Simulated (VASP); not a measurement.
# Li (P1) in VASP: a series of runs

Li is run at these levels: r2SCAN; tasks: single point.

Everything below comes from runs of VASP 6.6.1. Logs are shortened: lines on timing, memory, paths and dates and some standing lists are left out, and cuts for length are marked.

## (1) The cell of the first run

The typed cell holds 16 atoms: a = 7.205 Å, b = 7.205 Å, c = 7.205 Å, α = 90.00°, β = 90.00°, γ = 90.00°.

## (2) Single point, r2SCAN

File POSCAR:

```
Li
1.0
    7.2053150000      0.0000000000      0.0000000000
    0.0000000000      7.2053150000      0.0000000000
    0.0000000000      0.0000000000      7.2053150000
Li
16
Direct
   -0.0211371744      0.0132957407      0.0025814277
    0.4943572904      0.0154608091      0.0122409638
   -0.0196244023      0.4962031500     -0.0009853837
    0.0126712017      0.0027063355      0.5199495095
    0.2420019111      0.2349099241      0.2514393888
    0.4991454225      0.4821440839     -0.0018042237
    0.5115945660     -0.0052738846      0.4894858865
    0.7423547756      0.2672888000      0.2457352663
   -0.0098260798      0.5039751905      0.4961059995
    0.2511479373      0.7587454539      0.2591142788
    0.2457213876      0.2417798528      0.7408281248
    0.5085412643      0.4957451548      0.5125799497
    0.7523473991      0.7449500820      0.2498988594
    0.7633947995      0.2557556470      0.7342357690
    0.2581150165      0.7597169589      0.7760937586
    0.7540405936      0.7720411946      0.7367061676
```

File INCAR.step1:

```
  ALGO = Normal
  EDIFF = 1E-4
  ENCUT = 520
  GGA = PE
  ISMEAR = -1
  LASPH = T
  LCHARG = F
  LREAL = Auto
  LWAVE = T
  NBANDS = 38
  NELM = 100
  PREC = Accurate
  SIGMA = 0.11
```

File INCAR.step2:

```
  ALGO = Normal
  EDIFF = 1E-6
  ENCUT = 520
  ISIF = 2
  ISMEAR = -1
  ISTART = 1
  LASPH = T
  LCHARG = F
  LMIXTAU = T
  LREAL = Auto
  LWAVE = F
  METAGGA = R2SCAN
  NBANDS = 38
  NELM = 100
  PREC = Accurate
  SIGMA = 0.11
```

File KPOINTS:

```
k-points
0
Gamma
  2 2 2
```

Potentials or basis: VASP PAW PBE potentials, release 64 (Li_sv).

The run is started by

```bash
> cat potpaw_PBE.64/Li_sv/POTCAR > POTCAR
> cp INCAR.step1 INCAR
> mpirun -np 1 vasp_std > vasp.out
> cp INCAR.step2 INCAR
> mpirun -np 1 vasp_std > vasp.out
```

OUTCAR:

```text
EDIFF = 1E-6
   ENCUT = 520
   ISIF = 2
   ISMEAR = -1
   ISTART = 1
   LASPH = T
   LREAL = Auto
   METAGGA = R2SCAN
   NELM = 100
   PREC = Accurate

 ion  position               nearest neighbor table
   1  0.979  0.013  0.003-
   2  0.494  0.015  0.012-
   3  0.980  0.496  0.999-
   4  0.013  0.003  0.520-
   5  0.242  0.235  0.251-
   6  0.499  0.482  0.998-
[... 8 lines left out ...]
  15  0.258  0.760  0.776-
  16  0.754  0.772  0.737-

  LATTYP: Found a simple cubic cell.
 ALAT       =     7.2053150000

  Lattice vectors:

 A1 = (   7.2053150000,   0.0000000000,   0.0000000000)
 A2 = (   0.0000000000,   7.2053150000,   0.0000000000)
 A3 = (   0.0000000000,   0.0000000000,   7.2053150000)

Analysis of symmetry for initial positions (statically):
=====================================================================
 Subroutine PRICEL returns:
 Original cell was already a primitive cell.

 Routine SETGRP: Setting up the symmetry group for a
 simple cubic supercell.

 Subroutine GETGRP returns: Found  1 space group operations
 (whereof  1 operations were pure point group operations)
 out of a pool of 48 trial point group operations.

The static configuration has the point symmetry C_1 .

Analysis of symmetry for dynamics (positions and initial velocities):
=====================================================================
 Subroutine PRICEL returns:
 Original cell was already a primitive cell.

 Routine SETGRP: Setting up the symmetry group for a
 simple cubic supercell.

 Subroutine GETGRP returns: Found  1 space group operations
 (whereof  1 operations were pure point group operations)
 out of a pool of 48 trial point group operations.

The dynamic configuration has the point symmetry C_1 .

 Subroutine INISYM returns: Found  1 space group operations
 (whereof  1 operations are pure point group operations),
 and found     1 'primitive' translations

----------------------------------------------------------------------------------------

                                     Primitive cell

  volume of cell :     374.0752

  direct lattice vectors                    reciprocal lattice vectors
     7.205315000  0.000000000  0.000000000     0.138786438  0.000000000  0.000000000
     0.000000000  7.205315000  0.000000000     0.000000000  0.138786438  0.000000000
     0.000000000  0.000000000  7.205315000     0.000000000  0.000000000  0.138786438

  length of vectors
     7.205315000  7.205315000  7.205315000     0.138786438  0.138786438  0.138786438

  position of ions in fractional coordinates (direct lattice)
     0.978862826  0.013295741  0.002581428
     0.494357290  0.015460809  0.012240964
     0.980375598  0.496203150  0.999014616
     0.012671202  0.002706336  0.519949510
     0.242001911  0.234909924  0.251439389
     0.499145422  0.482144084  0.998195776
[... 8 lines left out ...]
     0.258115016  0.759716959  0.776093759
     0.754040594  0.772041195  0.736706168

  ion indices of the primitive-cell ions
   primitive index   ion index
                 1           1
                 2           2
                 3           3
                 4           4
                 5           5
                 6           6
[... 8 lines left out ...]
                15          15
                16          16

----------------------------------------------------------------------------------------

 KPOINTS: k-points

Automatic generation of k-mesh.
 Grid dimensions read from file:
 generate k-points for:    2    2    2

 Generating k-lattice:

  Cartesian coordinates                     Fractional coordinates (reciprocal lattice)
     0.069393219  0.000000000  0.000000000     0.500000000  0.000000000  0.000000000
     0.000000000  0.069393219  0.000000000     0.000000000  0.500000000  0.000000000
     0.000000000  0.000000000  0.069393219     0.000000000  0.000000000  0.500000000

  Length of vectors
     0.069393219  0.069393219  0.069393219

  Shift w.r.t. Gamma in fractional coordinates (k-lattice)
     0.000000000  0.000000000  0.000000000

 Subroutine IBZKPT returns following result:
 ===========================================

 Found      8 irreducible k-points:

 Following reciprocal coordinates:
            Coordinates               Weight
  0.000000  0.000000  0.000000      1.000000
  0.500000  0.000000  0.000000      1.000000
  0.000000  0.500000  0.000000      1.000000
  0.000000  0.000000  0.500000      1.000000
  0.500000  0.500000  0.000000      1.000000
  0.000000  0.500000  0.500000      1.000000
  0.500000  0.000000  0.500000      1.000000
  0.500000  0.500000  0.500000      1.000000
   k-points           NKPTS =      8   k-points in BZ     NKDIM =      8   number of bands    NBANDS=     38
   number of dos      NEDOS =    301   number of ions     NIONS =     16
   total plane-waves  NPLWV = 157464
   dimension x,y,z NGX =    54 NGY =   54 NGZ =   54
   dimension x,y,z NGXF=   108 NGYF=  108 NGZF=  108
   ions per type =              16
   NGX,Y,Z   is equivalent  to a cutoff of  12.46, 12.46, 12.46 a.u.
   NGXF,Y,Z  is equivalent  to a cutoff of  24.92, 24.92, 24.92 a.u.
 SYSTEM =  unknown system
   PREC   = accura    normal or accurate (medium, high low for compatibility)
   ISTART =      1    job   : 0-new  1-cont  2-samecut
   ICHARG =      0    charge: 1-file 2-atom 10-const
   ISPIN  =      1    spin polarized calculation?
   LNONCOLLINEAR =      F non collinear calculations
   LSORBIT =      F    spin-orbit coupling
   LASPH  =      T    aspherical Exc in radial PAW
   ENCUT  =  520.0 eV  38.22 Ry    6.18 a.u.  13.40 13.40 13.40*2*pi/ulx,y,z
   NELM   =    100;   NELMIN=  2; NELMDL=  0     # of ELM steps
   EDIFF  = 0.1E-05   stopping-criterion for ELM
   LREAL  =      T    real-space projection
   EDIFFG = 0.1E-04   stopping-criterion for IOM
   NSW    =      0    number of steps for IOM
   IBRION =     -1    ionic relax: 0-MD 1-quasi-New 2-CG
   NFREE  =      0    steps in history (QN), initial steepest desc. (CG)
   ISIF   =      2    stress and relaxation
   ISYM   =      2    0-nonsym 1-usesym 2-fastsym
   POTIM  = 0.5000    time-step for ionic-motion
   TEBEG  =    0.0;   TEEND  =   0.0 temperature during run
   PSTRESS=    0.0 pullay stress
   NELECT =      48.0000    total number of electrons
   NUPDOWN=      -1.0000    fix difference up-down
   EMIN   =  10.00;   EMAX   =-10.00  energy-range for DOS
   EFERMI =   0.00;   METHOD = LEGACY
   ISMEAR =    -1;   SIGMA  =   0.11  broadening in eV -4-tet -1-fermi 0-gaus
   EFERMI_NEDOS =   21; number of points for ismear=-14 and -15
   IALGO  =     38    algorithm
   IMIX   =      4    mixing-type and parameters
     AMIX     =   0.40;   BMIX     =  1.00
     AMIX_MAG =   1.60;   BMIX_MAG =  1.00
  volume/ion in A,a.u.               =      23.38       157.77
  Fermi-wavevector in a.u.,A,eV,Ry     =   0.825725  1.560395  9.276756  0.681822
  Thomas-Fermi vector in A             =   1.937634
   LORBIT       =      0    0 simple, 1 ext, 2 COOP (PROOUT), +10 PAW based schemes
   METAGGA = R2SCAN    functional components
   LHFCALC =     F    Hartree Fock is set to
   AEXX    =    0.0000 exact exchange contribution
   IVDW    =     0    specifies the selected vdW correction
   LEPSILON=     F    determine dielectric tensor
   LRPA    =     F    only Hartree local field effects (RPA)
 non-spin polarized calculation
  energy-cutoff  :      520.00
  volume of cell :      374.08
 maximum number of plane-waves:     10090
 NGX is ok and might be reduce to    54
   NGX = 27   NGY = 27   NGZ = 27

 number of electron      48.0000004 magnetization

 Free energy of the ion-electron system (eV)
  ---------------------------------------------------
  ext. energy  EPLUGINS =         0.00000000
  ---------------------------------------------------
  free energy    TOTEN  =       -37.63389702 eV

  energy without entropy =      -37.19528077  energy(sigma->0) =      -37.41458889

 E-fermi :   0.1457     XC(G=0):  -7.0834

 val. band max:        0.1314137449   @ k =   0.0000   0.5000   0.5000
 cond. band min:       0.1549729039   @ k =   0.5000   0.5000   0.0000
 fundamental gap:      0.0235591590
 Fermi energy:         0.1457156944

 k-point     1 :       0.0000    0.0000    0.0000
  band No.  band energies     occupation
      1     -48.2579      2.00000
      2     -48.2444      2.00000
      3     -48.2047      2.00000
      4     -48.1776      2.00000
      5     -48.1710      2.00000
      6     -48.1398      2.00000
[... 28 lines left out ...]
     35       3.3574      0.00000
     36       3.6206      0.00000

 k-point     2 :       0.5000    0.0000    0.0000
  band No.  band energies     occupation
      1     -48.2580      2.00000
      2     -48.2444      2.00000
      3     -48.2047      2.00000
      4     -48.1776      2.00000
      5     -48.1710      2.00000
      6     -48.1398      2.00000
[... 28 lines left out ...]
     35       3.4970      0.00000
     36       3.5205      0.00000

 k-point     3 :       0.0000    0.5000    0.0000
  band No.  band energies     occupation
      1     -48.2580      2.00000
      2     -48.2444      2.00000
      3     -48.2047      2.00000
      4     -48.1776      2.00000
      5     -48.1710      2.00000
      6     -48.1398      2.00000
[... 28 lines left out ...]
     35       3.5051      0.00000
     36       3.5103      0.00000

 k-point     4 :       0.0000    0.0000    0.5000
  band No.  band energies     occupation
      1     -48.2579      2.00000
      2     -48.2445      2.00000
      3     -48.2047      2.00000
      4     -48.1776      2.00000
      5     -48.1710      2.00000
      6     -48.1398      2.00000
[... 28 lines left out ...]
     35       3.5004      0.00000
     36       3.5091      0.00000

 k-point     5 :       0.5000    0.5000    0.0000
  band No.  band energies     occupation
      1     -48.2579      2.00000
      2     -48.2444      2.00000
      3     -48.2047      2.00000
      4     -48.1775      2.00000
      5     -48.1710      2.00000
      6     -48.1398      2.00000
[... 28 lines left out ...]
     35       4.0437      0.00000
     36       4.2022      0.00000

 k-point     6 :       0.0000    0.5000    0.5000
  band No.  band energies     occupation
      1     -48.2579      2.00000
      2     -48.2444      2.00000
      3     -48.2047      2.00000
      4     -48.1776      2.00000
      5     -48.1710      2.00000
      6     -48.1398      2.00000
[... 28 lines left out ...]
     35       4.0798      0.00000
     36       4.1513      0.00000

 k-point     7 :       0.5000    0.0000    0.5000
  band No.  band energies     occupation
      1     -48.2579      2.00000
      2     -48.2444      2.00000
      3     -48.2047      2.00000
      4     -48.1776      2.00000
      5     -48.1710      2.00000
      6     -48.1397      2.00000
[... 28 lines left out ...]
     35       4.0580      0.00000
     36       4.1524      0.00000

 k-point     8 :       0.5000    0.5000    0.5000
  band No.  band energies     occupation
      1     -48.2579      2.00000
      2     -48.2444      2.00000
      3     -48.2047      2.00000
      4     -48.1775      2.00000
      5     -48.1710      2.00000
      6     -48.1397      2.00000
[... 28 lines left out ...]
     35       2.9581      0.00000
     36       3.0012      0.00000
 [bands above 36 left out]

------------------------ aborting loop because EDIFF is reached ----------------------------------------

  FORCE on cell =-STRESS in cart. coord.  units (eV):
  Direction    XX          YY          ZZ          XY          YZ          ZX
  --------------------------------------------------------------------------------------
  -------------------------------------------------------------------------------------
  Total       -2.5847118     -2.4981530     -2.4721966      0.0642289     -0.0141419      0.0712670
  in kB      -11.0704122    -10.6996779    -10.5885056      0.2750946     -0.0605703      0.3052389
  external PRESSURE =     -10.7861985 kB  Pullay stress =       0.0000000 kB

 VOLUME and BASIS-vectors are now :
 -----------------------------------------------------------------------------
  energy-cutoff  :      520.00
  volume of cell :      374.08
      direct lattice vectors                 reciprocal lattice vectors
     7.205315000  0.000000000  0.000000000     0.138786438  0.000000000  0.000000000
     0.000000000  7.205315000  0.000000000     0.000000000  0.138786438  0.000000000
     0.000000000  0.000000000  7.205315000     0.000000000  0.000000000  0.138786438

 POSITION                                       TOTAL-FORCE (eV/Angst)
 -----------------------------------------------------------------------------------
      7.05302      0.09580      0.01860         0.060277     -0.006691      0.055787
      3.56200      0.11140      0.08820         0.157867     -0.041617     -0.094966
      7.06391      3.57530      7.19822         0.159091      0.020526     -0.076307
      0.09130      0.01950      3.74640        -0.099404     -0.035015     -0.228908
      1.74370      1.69260      1.81170        -0.044782      0.161535      0.055833
      3.59650      3.47400      7.19231        -0.015438      0.145398     -0.084653
[... 8 lines left out ...]
      1.85980      5.47400      5.59200        -0.136274     -0.018416     -0.172047
      5.43310      5.56280      5.30820        -0.067248     -0.147660      0.163565
 -----------------------------------------------------------------------------------
    total drift:                                0.025740     -0.079854     -0.138295

  FREE ENERGIE OF THE ION-ELECTRON SYSTEM (eV)
  ---------------------------------------------------
  free  energy   TOTEN  =       -37.6338970214 eV

  energy  without entropy=      -37.1952807678  energy(sigma->0) =      -37.41458889
```

Wall time 7.3 min (1 thread of Intel Xeon 6975P-C (Granite Rapids), shared host); peak memory 0.43 GiB.

What came out:

| Quantity | Value |
| --- | --- |
| Free energy | -37.6339 eV |
| Largest force | 0.252 eV/Å |
| Band gap on the k mesh | zero (band 24 reaches 0.58 eV, above the bottom of band 25 at -0.30 eV) |

Forces on the atoms (eV/Å):
```
Li   0.060 -0.007  0.056
Li   0.158 -0.042 -0.095
Li   0.159  0.021 -0.076
Li  -0.099 -0.035 -0.229
Li  -0.045  0.162  0.056
Li  -0.015  0.145 -0.085
Li  -0.029  0.129  0.088
Li   0.045 -0.136  0.177
Li   0.133  0.025  0.063
Li   0.053 -0.162 -0.061
Li   0.026  0.037  0.085
Li  -0.096  0.051 -0.075
Li  -0.029  0.078 -0.013
Li  -0.115 -0.101  0.117
Li  -0.136 -0.018 -0.172
Li  -0.067 -0.148  0.164
```

Caveat: the k points lie up to 0.44 Å⁻¹ apart; the cutoff is under 1.25 times the usual one of these potentials, so pressure, stress and relaxed cells hold a basis-set (Pulay) error; the PAW data sets were made with another functional, which shifts forces and pressure a little.

(Continued in part 2 of 4.)
